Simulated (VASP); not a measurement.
**InSb: single point with PBE**

The system is InSb.

```
CELL_PARAMETERS angstrom
0.00000 3.13545 3.13545
3.13545 0.00000 3.13545
3.13545 3.13545 0.00000
ATOMIC_POSITIONS crystal
In 0.00000 0.00000 0.00000
Sb 0.50000 0.50000 0.50000
```

This cell differs from its parent crystal: volume scaled by 1.06.

```
Program                : VASP 6.6.1
Task                   : single point
Functional             : PBE
Potentials or basis    : VASP PAW PBE potentials, release 64 (In_d, Sb)
Cutoff                 : 520 eV
k mesh                 : 12 × 12 × 12
Occupations            : gaussian, width 0.1 eV
Spin                   : no spin polarisation
Dipole correction      : no
Further INCAR settings : ALGO = Normal; EDIFF = 1e-06; NBANDS = 16
```

```json
{
 "Pressure": "-2.4 GPa",
 "Band gap on the k mesh": "zero (band 9 reaches 6.45 eV, above the bottom of band 10 at 4.00 eV)"
}
```

Levels at points of the mesh, in eV from the Fermi level:
| k point | band 6 | band 7 | band 8 | band 9 | band 10 | band 11 | band 12 | band 13 |
| --- | --- | --- | --- | --- | --- | --- | --- | --- |
| (0.00, 0.00, 0.00) | -10.50 | -0.90 | 0.00 | 0.00 | 0.00 | 5.83 | 5.83 | 5.83 |
| (0.50, 0.00, 0.00) | -8.92 | -6.04 | 0.33 | 0.33 | 2.13 | 2.49 | 2.49 | 2.96 |
| (0.50, 0.50, 0.00) | -8.35 | -4.02 | -3.35 | -1.89 | -1.89 | 3.38 | 7.79 | 7.79 |

Wall time 49 s on 1 thread of Intel Xeon 6975P-C (shared host), peak memory 0.25 GiB.

Caveat: spin-orbit coupling is left out, which moves the levels of the heavy elements.
